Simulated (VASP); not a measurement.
## Ag: single point with PBEsol

The system is Ag.

```
Ag
1.0
     0.00000    2.04275    2.04275
     2.04275    0.00000    2.04275
     2.04275    2.04275    0.00000
Ag
1
Cartesian
  0.0000 0.0000 0.0000
```

```yaml
Program: VASP 6.6.1
Task: single point
Functional: PBEsol
Potentials_or_basis: VASP PAW PBE potentials, release 64 (Ag)
Cutoff: 520 eV
k_mesh: 11 × 11 × 11
Occupations: fermi-dirac, width 0.05 eV
Spin: non-collinear spin, zero start, spin-orbit coupling
Starting_moments: "[[0.0, 0.0, 0.0]] μB"
```

```
Pressure                                              : -3.2 GPa
Net moment                                            : 0.00 μB per cell
Valence electrons inside the program's atomic spheres : Ag 9.86
```

Moments on the atoms (μB; x, y, z):
```
Ag  0.00 0.00 0.00
```

It took 43 s on 1 thread of AMD EPYC 7R43 64-Core Processor (Zen 3) (shared host), peak memory 0.17 GiB.

Caveat: the PAW data sets were made with another functional, which shifts forces and pressure a little.
